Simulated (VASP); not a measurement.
A run of VASP 6.6.1 is set up as follows.

INCAR

```
  PREC = Accurate
  ENCUT = 520
  EDIFF = 1E-6
  ISMEAR = 0
  SIGMA = 0.1
  LREAL = F
  LASPH = T
  NELM = 60
  ALGO = Normal
  ISIF = 2
  LWAVE = F
  LCHARG = F
  GGA = PE
  NBANDS = 57
```

File KPOINTS:

```
Automatic mesh
0
Gamma
  4 4 2
```

File POSCAR:

```
CeHf3O8
1.0
    3.8551595400      0.0000000000      0.0000000000
    0.0000000000      3.8551595400      0.0000000000
    0.0000000000      0.0000000000     10.9040378000
Ce Hf O
1 3 8
Direct
    0.5000000000      0.5000000000      0.0000000000
    0.0000000000      0.0000000000      0.7500000000
    0.0000000000      0.0000000000      0.2500000000
    0.5000000000      0.5000000000      0.5000000000
    0.5000000000      0.0000000000      0.8750000000
    0.0000000000      0.5000000000      0.1250000000
    0.5000000000      0.0000000000      0.3750000000
    0.0000000000      0.5000000000      0.6250000000
    0.5000000000      0.0000000000      0.1250000000
    0.0000000000      0.5000000000      0.3750000000
    0.5000000000      0.0000000000      0.6250000000
    0.0000000000      0.5000000000      0.8750000000
```

Potentials or basis: VASP PAW PBE potentials, release 64 (Ce, Hf_pv, O).

Run with:

```bash
$ cat potpaw_PBE.64/Ce/POTCAR potpaw_PBE.64/Hf_pv/POTCAR potpaw_PBE.64/O/POTCAR > POTCAR
$ mpirun -np 1 vasp_std > vasp.out
```

Predict the band gap on the k mesh.

1.66 eV (least direct gap 1.68 eV).

Estimate the pressure.

-25.4 GPa.

What does it give for the largest force?

1.517 eV/Å.

Stress tensor (GPa, compression positive):
```
-25.25   0.00   0.00
  0.00 -25.25   0.00
  0.00   0.00 -25.66
```

Caveat: the cell stands under tension; spin-orbit coupling is left out, which moves the levels of the heavy elements; forces of over 1 eV/Å act on the atoms, so gaps and moduli don't describe the material at rest. Spin polarisation is off, so any magnetic state and its effect on volume and gap are missing.
